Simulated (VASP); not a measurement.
# MoS (Pm-3m) in VASP: single point with r2SCAN

Aim: the single point of MoS with r2SCAN.

Program: VASP 6.6.1. These are calculated values, not measurements. Logs are shortened: lines on timing, memory, paths and dates and some standing lists are left out, and cuts for length are marked.

## 1. The cell of the first run

Symmetry: Pm-3m, No. 221, cubic system. The conventional cell has a = 2.971 Å, b = 2.971 Å, c = 2.971 Å, α = 90.00°, β = 90.00°, γ = 90.00°. Within 3.4 Å of Mo (site symmetry m-3m) lie 8 S at 2.57 Å and 6 Mo at 2.97 Å. S (site symmetry m-3m) has 8 Mo at 2.57 Å and 6 S at 2.97 Å within 3.4 Å.

## 2. Single point, r2SCAN, collinear spin

Contents of POSCAR:

```
MoS
1.0
    2.9706444822      0.0000000000      0.0000000000
    0.0000000000      2.9706444822      0.0000000000
    0.0000000000      0.0000000000      2.9706444822
Mo S
1 1
Direct
    0.0000000000      0.0000000000      0.0000000000
    0.5000000000      0.5000000000      0.5000000000
```

Contents of INCAR.step1:

```
PREC = Accurate
ENCUT = 520
ISMEAR = 0
SIGMA = 0.1
LREAL = F
LASPH = T
NELM = 150
ISPIN = 2
MAGMOM = 3.5 0
LMAXMIX = 4
NBANDS = 21
GGA = PE
ALGO = Normal
EDIFF = 1E-4
LWAVE = T
LCHARG = F
```

Contents of INCAR.step2:

```
PREC = Accurate
ENCUT = 520
EDIFF = 1E-6
ISMEAR = 0
SIGMA = 0.1
LREAL = F
LASPH = T
NELM = 150
ALGO = Normal
ISIF = 2
LWAVE = F
LCHARG = T
ISPIN = 2
MAGMOM = 3.5 0
LORBIT = 11
LMAXMIX = 4
METAGGA = R2SCAN
LMIXTAU = T
LELF = T
LVHAR = T
NBANDS = 21
ISTART = 1
```

Contents of KPOINTS:

```
Automatic mesh
0
Gamma
  14 14 14
```

Potentials or basis: VASP PAW PBE potentials, release 64 (Mo_sv, S).

Command:

```console
cat potpaw_PBE.64/Mo_sv/POTCAR potpaw_PBE.64/S/POTCAR > POTCAR
cp INCAR.step1 INCAR
mpirun -np 1 vasp_std > vasp.out
cp INCAR.step2 INCAR
mpirun -np 1 vasp_std > vasp.out
```

OUTCAR:

```text
PREC = Accurate
   ENCUT = 520
   EDIFF = 1E-6
   ISMEAR = 0
   LREAL = F
   LASPH = T
   NELM = 150
   ISIF = 2
   ISPIN = 2
   LORBIT = 11
   METAGGA = R2SCAN
   ISTART = 1

 ion  position               nearest neighbor table
   1  0.000  0.000  0.000-   2 2.57   2 2.57   2 2.57   2 2.57   2 2.57   2 2.57   2 2.57   2 2.57

   2  0.500  0.500  0.500-   1 2.57   1 2.57   1 2.57   1 2.57   1 2.57   1 2.57   1 2.57   1 2.57

  LATTYP: Found a simple cubic cell.
 ALAT       =     2.9706444822

  Lattice vectors:

 A1 = (   2.9706444822,   0.0000000000,   0.0000000000)
 A2 = (   0.0000000000,   2.9706444822,   0.0000000000)
 A3 = (   0.0000000000,   0.0000000000,   2.9706444822)

Analysis of symmetry for initial positions (statically):
=====================================================================
 Subroutine PRICEL returns:
 Original cell was already a primitive cell.

 Routine SETGRP: Setting up the symmetry group for a
 simple cubic supercell.

 Subroutine GETGRP returns: Found 48 space group operations
 (whereof 48 operations were pure point group operations)
 out of a pool of 48 trial point group operations.

The static configuration has the point symmetry O_h .

Analysis of symmetry for dynamics (positions and initial velocities):
=====================================================================
 Subroutine PRICEL returns:
 Original cell was already a primitive cell.

 Routine SETGRP: Setting up the symmetry group for a
 simple cubic supercell.

 Subroutine GETGRP returns: Found 48 space group operations
 (whereof 48 operations were pure point group operations)
 out of a pool of 48 trial point group operations.

The dynamic configuration has the point symmetry O_h .

Analysis of structural, dynamic, and magnetic symmetry:
=====================================================================
 Subroutine PRICEL returns:
 Original cell was already a primitive cell.

 Routine SETGRP: Setting up the symmetry group for a
 simple cubic supercell.

 Subroutine GETGRP returns: Found 48 space group operations
 (whereof 48 operations were pure point group operations)
 out of a pool of 48 trial point group operations.

The overall configuration has the point symmetry O_h .

 Subroutine INISYM returns: Found 48 space group operations
 (whereof 48 operations are pure point group operations),
 and found     1 'primitive' translations

----------------------------------------------------------------------------------------

                                     Primitive cell

  volume of cell :      26.2151

  direct lattice vectors                    reciprocal lattice vectors
     2.970644482  0.000000000  0.000000000     0.336627289  0.000000000  0.000000000
     0.000000000  2.970644482  0.000000000     0.000000000  0.336627289  0.000000000
     0.000000000  0.000000000  2.970644482     0.000000000  0.000000000  0.336627289

  length of vectors
     2.970644482  2.970644482  2.970644482     0.336627289  0.336627289  0.336627289

  position of ions in fractional coordinates (direct lattice)
     0.000000000  0.000000000  0.000000000
     0.500000000  0.500000000  0.500000000

  ion indices of the primitive-cell ions
   primitive index   ion index
                 1           1
                 2           2

----------------------------------------------------------------------------------------

 KPOINTS: Automatic mesh

Automatic generation of k-mesh.
 Grid dimensions read from file:
 generate k-points for:   14   14   14

 Generating k-lattice:

  Cartesian coordinates                     Fractional coordinates (reciprocal lattice)
     0.024044806  0.000000000  0.000000000     0.071428571  0.000000000  0.000000000
     0.000000000  0.024044806  0.000000000     0.000000000  0.071428571  0.000000000
     0.000000000  0.000000000  0.024044806     0.000000000  0.000000000  0.071428571

  Length of vectors
     0.024044806  0.024044806  0.024044806

  Shift w.r.t. Gamma in fractional coordinates (k-lattice)
     0.000000000  0.000000000  0.000000000

 Subroutine IBZKPT returns following result:
 ===========================================

 Found    120 irreducible k-points:

 Following reciprocal coordinates:
            Coordinates               Weight
  0.000000  0.000000  0.000000      1.000000
  0.071429  0.000000  0.000000      6.000000
  0.142857  0.000000  0.000000      6.000000
  0.214286  0.000000  0.000000      6.000000
  0.285714  0.000000  0.000000      6.000000
  0.357143  0.000000  0.000000      6.000000
[... 16 lines left out ...]
  0.285714  0.214286  0.000000     24.000000
  0.357143  0.214286  0.000000     24.000000
 [... further k-points ...]
   k-points           NKPTS =    120   k-points in BZ     NKDIM =    120   number of bands    NBANDS=     21
   number of dos      NEDOS =    301   number of ions     NIONS =      2
   total plane-waves  NPLWV =  13824
   dimension x,y,z NGX =    24 NGY =   24 NGZ =   24
   dimension x,y,z NGXF=    48 NGYF=   48 NGZF=   48
   ions per type =               1   1
   NGX,Y,Z   is equivalent  to a cutoff of  13.43, 13.43, 13.43 a.u.
   NGXF,Y,Z  is equivalent  to a cutoff of  26.86, 26.86, 26.86 a.u.
 SYSTEM =  unknown system
   PREC   = accura    normal or accurate (medium, high low for compatibility)
   ISTART =      1    job   : 0-new  1-cont  2-samecut
   ICHARG =      0    charge: 1-file 2-atom 10-const
   ISPIN  =      2    spin polarized calculation?
   LNONCOLLINEAR =      F non collinear calculations
   LSORBIT =      F    spin-orbit coupling
   LASPH  =      T    aspherical Exc in radial PAW
   ENCUT  =  520.0 eV  38.22 Ry    6.18 a.u.   5.52  5.52  5.52*2*pi/ulx,y,z
   NELM   =    150;   NELMIN=  2; NELMDL=  0     # of ELM steps
   EDIFF  = 0.1E-05   stopping-criterion for ELM
   LREAL  =      F    real-space projection
   EDIFFG = 0.1E-04   stopping-criterion for IOM
   NSW    =      0    number of steps for IOM
   IBRION =     -1    ionic relax: 0-MD 1-quasi-New 2-CG
   NFREE  =      0    steps in history (QN), initial steepest desc. (CG)
   ISIF   =      2    stress and relaxation
   ISYM   =      2    0-nonsym 1-usesym 2-fastsym
   POTIM  = 0.5000    time-step for ionic-motion
   TEBEG  =    0.0;   TEEND  =   0.0 temperature during run
   PSTRESS=    0.0 pullay stress
   NELECT =      20.0000    total number of electrons
   NUPDOWN=      -1.0000    fix difference up-down
   EMIN   =  10.00;   EMAX   =-10.00  energy-range for DOS
   EFERMI =   0.00;   METHOD = LEGACY
   ISMEAR =     0;   SIGMA  =   0.10  broadening in eV -4-tet -1-fermi 0-gaus
   EFERMI_NEDOS =   21; number of points for ismear=-14 and -15
   IALGO  =     38    algorithm
   IMIX   =      4    mixing-type and parameters
     AMIX     =   0.40;   BMIX     =  1.00
     AMIX_MAG =   1.60;   BMIX_MAG =  1.00
  volume/ion in A,a.u.               =      13.11        88.45
  Fermi-wavevector in a.u.,A,eV,Ry     =   1.495894  2.826830 30.445741  2.237699
  Thomas-Fermi vector in A             =   2.607980
   LORBIT       =     11    0 simple, 1 ext, 2 COOP (PROOUT), +10 PAW based schemes
   METAGGA = R2SCAN    functional components
   LHFCALC =     F    Hartree Fock is set to
   AEXX    =    0.0000 exact exchange contribution
   IVDW    =     0    specifies the selected vdW correction
   LEPSILON=     F    determine dielectric tensor
   LRPA    =     F    only Hartree local field effects (RPA)
 spin polarized calculation
 Gauss-broadening in eV      SIGMA  =   0.10
  energy-cutoff  :      520.00
  volume of cell :       26.22
 maximum number of plane-waves:       739
 NGX is ok and might be reduce to    24
   NGX = 11   NGY = 11   NGZ = 11

 number of electron      20.0000001 magnetization      -0.0000065

 number of electron      20.0000001 magnetization       0.0000016

 Free energy of the ion-electron system (eV)
  ---------------------------------------------------
  ext. energy  EPLUGINS =         0.00000000
  ---------------------------------------------------
  free energy    TOTEN  =       -34.37169375 eV

  energy without entropy =      -34.36462005  energy(sigma->0) =      -34.36815690

 E-fermi :  13.6694     XC(G=0): -14.2530

 val. band max:       13.6510677900   @ k =   0.4286   0.4286   0.2143
 cond. band min:      13.6732993183   @ k =   0.5000   0.2857   0.2857
 fundamental gap:      0.0222315283
 Fermi energy:        13.6694212286

 spin component 1

 k-point     1 :       0.0000    0.0000    0.0000
  band No.  band energies     occupation
      1     -49.5848      1.00000
      2     -22.7689      1.00000
      3     -22.7689      1.00000
      4     -22.7689      1.00000
      5      -4.3185      1.00000
      6       9.0462      1.00000
[... 13 lines left out ...]
     20      32.3987      0.00000
     21      32.3987      0.00000

 k-point     2 :       0.0714    0.0000    0.0000
  band No.  band energies     occupation
      1     -49.5822      1.00000
      2     -22.7981      1.00000
      3     -22.7662      1.00000
      4     -22.7662      1.00000
      5      -4.2356      1.00000
      6       8.7519      1.00000
[... 13 lines left out ...]
     20      32.7725      0.00000
     21      32.8972      0.00000

 k-point     3 :       0.1429    0.0000    0.0000
  band No.  band energies     occupation
      1     -49.5752      1.00000
      2     -22.8794      1.00000
      3     -22.7588      1.00000
      4     -22.7588      1.00000
      5      -3.9941      1.00000
      6       7.9389      1.00000
[... 13 lines left out ...]
     20      33.7049      0.00000
     21      33.7333      0.00000
[... 457 lines left out ...]
 k-point    23 :       0.2857    0.2143    0.0000
  band No.  band energies     occupation
      1     -49.5343      1.00000
      2     -23.0893      1.00000
      3     -22.9480      1.00000
      4     -22.7160      1.00000
      5      -2.7231      1.00000
      6       6.0352      1.00000
[... 13 lines left out ...]
     20      31.0817      0.00000
     21      36.2641      0.00000

 k-point    24 :       0.3571    0.2143    0.0000
  band No.  band energies     occupation
      1     -49.5242      1.00000
      2     -23.1964      1.00000
      3     -22.9338      1.00000
      4     -22.7055      1.00000
      5      -2.3690      1.00000
      6       5.2622      1.00000
[... 13 lines left out ...]
     20      30.8145      0.00000
     21      35.8227      0.00000

 [... further k-points ...]

 spin component 2

 k-point     1 :       0.0000    0.0000    0.0000
  band No.  band energies     occupation
      1     -49.5847      1.00000
      2     -22.7689      1.00000
      3     -22.7689      1.00000
      4     -22.7689      1.00000
      5      -4.3185      1.00000
      6       9.0462      1.00000
[... 13 lines left out ...]
     20      32.3987      0.00000
     21      32.3987      0.00000

 k-point     2 :       0.0714    0.0000    0.0000
  band No.  band energies     occupation
      1     -49.5822      1.00000
      2     -22.7981      1.00000
      3     -22.7662      1.00000
      4     -22.7662      1.00000
      5      -4.2356      1.00000
      6       8.7519      1.00000
[... 13 lines left out ...]
     20      32.7725      0.00000
     21      32.8972      0.00000

 k-point     3 :       0.1429    0.0000    0.0000
  band No.  band energies     occupation
      1     -49.5752      1.00000
      2     -22.8794      1.00000
      3     -22.7588      1.00000
      4     -22.7588      1.00000
      5      -3.9941      1.00000
      6       7.9389      1.00000
[... 13 lines left out ...]
     20      33.7049      0.00000
     21      33.7367      0.00000
[... 457 lines left out ...]
 k-point    23 :       0.2857    0.2143    0.0000
  band No.  band energies     occupation
      1     -49.5343      1.00000
      2     -23.0893      1.00000
      3     -22.9480      1.00000
      4     -22.7160      1.00000
      5      -2.7231      1.00000
      6       6.0352      1.00000
[... 13 lines left out ...]
     20      31.0817      0.00000
     21      36.2641      0.00000

 k-point    24 :       0.3571    0.2143    0.0000
  band No.  band energies     occupation
      1     -49.5242      1.00000
      2     -23.1964      1.00000
      3     -22.9338      1.00000
      4     -22.7055      1.00000
      5      -2.3690      1.00000
      6       5.2622      1.00000
[... 13 lines left out ...]
     20      30.8145      0.00000
     21      35.8227      0.00000

 [... further k-points ...]
[... 5 lines left out ...]
  --------------------------------------------------------------------------------------
  -------------------------------------------------------------------------------------
  Total        1.2053886      1.2053886      1.2053886     -0.0000000      0.0000000     -0.0000000
  in kB       73.6691425     73.6691425     73.6691425     -0.0000000      0.0000000     -0.0000000
  external PRESSURE =      73.6691425 kB  Pullay stress =       0.0000000 kB

 VOLUME and BASIS-vectors are now :
 -----------------------------------------------------------------------------
  energy-cutoff  :      520.00
  volume of cell :       26.22
      direct lattice vectors                 reciprocal lattice vectors
     2.970644482  0.000000000  0.000000000     0.336627289  0.000000000  0.000000000
     0.000000000  2.970644482  0.000000000     0.000000000  0.336627289  0.000000000
     0.000000000  0.000000000  2.970644482     0.000000000  0.000000000  0.336627289

 POSITION                                       TOTAL-FORCE (eV/Angst)
 -----------------------------------------------------------------------------------
      0.00000      0.00000      0.00000         0.000000      0.000000      0.000000
      1.48532      1.48532      1.48532         0.000000      0.000000      0.000000
 -----------------------------------------------------------------------------------
    total drift:                                0.000000      0.000000      0.000000

  FREE ENERGIE OF THE ION-ELECTRON SYSTEM (eV)
  ---------------------------------------------------
  free  energy   TOTEN  =       -34.3716937456 eV

  energy  without entropy=      -34.3646200465  energy(sigma->0) =      -34.36815690

 total charge

# of ion       s       p       d       tot
------------------------------------------
    1        2.249   6.166   4.073  12.488
    2        1.322   2.361   0.000   3.683
--------------------------------------------------
tot          3.571   8.527   4.073  16.171

 magnetization (x)

# of ion       s       p       d       tot
------------------------------------------
    1        0.000   0.000   0.000   0.000
    2        0.000  -0.000   0.000   0.000
--------------------------------------------------
tot          0.000  -0.000   0.000   0.000
```

It took 5.8 min on 1 thread of Intel Xeon 8259CL, shared host; peak memory 0.23 GiB.

Results:

| Item | Value |
| --- | --- |
| Free energy | -34.3717 eV |
| Pressure | 7.4 GPa |
| Band gap on the k mesh | zero (filled and empty bands overlap) |
| Net moment | 0.00 μB per cell |
| Valence electrons inside the program's atomic spheres | Mo 12.49; S 3.68 |

Caveat: the cell stands under pressure; the PAW data sets were made with another functional, which shifts forces and pressure a little.

The gap in the log of VASP goes by the Fermi energy; the results here count the filled bands.